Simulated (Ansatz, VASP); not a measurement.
## Two plane-wave programs on Ag

```
Ag
1.0
    -1.65565    1.65565    1.65565
     1.65565   -1.65565    1.65565
     1.65565    1.65565   -1.65565
Ag
1
Cartesian
  0.0000 0.0000 0.0000
```

Alike in both runs: task relaxation of cell and atoms; functional PBEsol-based global hybrid; k mesh 6 × 6 × 6; occupations fermi-dirac, width 0.05 eV; no spin polarisation.

|  | VASP | Ansatz |
| --- | --- | --- |
| version | VASP 6.6.1 | Ansatz 0.2.0 |
| potentials or method | VASP PAW PBE potentials, release 64 (Ag) | Ansatz PAW |
| plane-wave cutoff (eV) | 600 | 420 |
| valence electrons in the cell | 11 | 19 |

VASP gave:

- gap on the k mesh at the Fermi level, each at its own relaxed structure (eV): none
- relaxed volume (Å³/atom): 16.98
- relaxed cell length with the largest relative difference (Å): 2.804

Question: Estimate Ansatz's values.

Answer: gap on the k mesh at the Fermi level, each at its own relaxed structure (eV): none; relaxed volume (Å³/atom): 16.99; relaxed cell length with the largest relative difference (Å): 2.805.

VASP's potentials were made for PBE, not for PBEsol-based global hybrid. A gap of «none» marks a metal or a gap that the smearing closes. VASP's potentials hold 11 valence electrons a cell and Ansatz's 19, so a difference there can come from the potentials and not from the codes.

The k mesh is coarse, so the values compare programs but aren't converged. Noted on Ansatz's run: the plane-wave basis is chosen anew once the cell has moved, so the energies of steps on either side of that aren't comparable.
